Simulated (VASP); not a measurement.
# Nb3C: relaxation of cell and atoms with PBE

Crystal: Nb3C.

```xyz
4
Lattice="3.7776 0.0000 0.0000 0.0000 3.7776 0.0000 0.0000 0.0000 3.7776" Properties=species:S:1:pos:R:3 pbc="T T T"
Nb    0.0000    1.8888    1.8888
Nb    1.8888    0.0000    1.8888
Nb    1.8888    1.8888    0.0000
C     0.0000    0.0000    0.0000
```

* Program: VASP 6.6.1
* Task: relaxation of cell and atoms
* Functional: PBE
* Potentials or basis: VASP PAW PBE potentials, release 64 (Nb_sv, C)
* Cutoff: 600 eV
* k mesh: 4 × 4 × 4
* Occupations: gaussian, width 0.1 eV
* Spin: no spin polarisation
* Dipole correction: no
* Further INCAR settings: ALGO = Normal; EDIFF = 1e-07; IBRION = 2; EDIFFG = -0.04; NSW = 90; ISIF = 3

```yaml
Relaxed_volume: 14.65 Å³/atom
Relaxed_cell: a = 3.884 Å, b = 3.884 Å, c = 3.884 Å, α = 90.00°, β = 90.00°, γ = 90.00°
Space_group_after_relaxing_to_0.05_Å: Pm-3m (No. 221)
Energy_gained_by_relaxing: 62.4 meV/atom
Ionic_steps: 4
Pressure_after_relaxing: -0.1 GPa
```

Step by step:
```csv
step,energy change (eV),largest force (eV/Å),pressure (GPa),volume (Å³)
1,0.0000,0.0000,18.39,53.91
2,0.3028,0.0000,-18.95,66.90
3,-0.2492,0.0000,-0.56,58.75
4,-0.2495,0.0000,-0.06,58.59
```

Final structure:
```yaml
crystal:
  lattice:
    - [3.88387, 0.00000, 0.00000]
    - [0.00000, 3.88387, 0.00000]
    - [0.00000, 0.00000, 3.88387]
  atoms:
    - { symbol: Nb, position: [0.00000, 0.50000, 0.50000] }
    - { symbol: Nb, position: [0.50000, 0.00000, 0.50000] }
    - { symbol: Nb, position: [0.50000, 0.50000, 0.00000] }
    - { symbol: C, position: [0.00000, 0.00000, 0.00000] }
```

Levels at points of the mesh, in eV from the Fermi level:
```tsv
k point	band 20	band 21	band 22	band 23	band 24	band 25
(0.00, 0.00, 0.00)	-1.40	-1.40	-1.40	1.05	1.99	1.99
(0.50, 0.00, 0.00)	-0.01	-0.01	0.00	0.60	1.04	1.29
(0.50, 0.50, 0.00)	-1.45	0.05	0.05	1.25	1.25	1.44
(0.50, 0.50, 0.50)	-0.46	-0.46	-0.46	0.79	1.67	1.67
```

It took 35 s on 1 thread of Intel(R) Xeon(R) 6975P-C (Granite Rapids), with other jobs on the host, peak memory 0.17 GiB.

Caveat: the k points lie up to 0.40 Å⁻¹ apart in the final cell.
